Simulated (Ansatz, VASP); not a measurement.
Two plane-wave programs on Al

```
Al
1.0
    -1.60520    1.60520    1.48962
     1.60520   -1.60520    1.48962
     1.60520    1.60520   -1.48962
Al
1
Direct
  0.00000 0.00000 0.00000
```

Alike in both runs: task single point; functional LDA; k mesh 22 × 22 × 22; occupations gaussian, width 0.15 eV; no spin polarisation.

|  | VASP | Ansatz |
| --- | --- | --- |
| version | VASP 6.6.1 | Ansatz 0.2.0 |
| potentials or method | VASP PAW LDA potentials, release 64 (Al), cutoff 520 eV | scalar-relativistic, plane waves, PAW |
| valence electrons in the cell | 3 | 3 |

Ansatz gave:

| Property | Result |
| --- | --- |
| gap on the k mesh at the Fermi level (eV) | none |
| pressure (GPa) | 4.5 |
| traceless stress, the component that is largest in VASP (GPa) | -1.38 |

Q: Which values does VASP return?

A: gap on the k mesh at the Fermi level (eV): none; pressure (GPa): 4.6; traceless stress, the component that is largest in VASP (GPa): -1.40.

LDA's correlation is that of Perdew and Zunger in VASP and of Perdew and Wang (1992) in Ansatz. A gap of «none» marks a metal or a gap that the smearing closes.
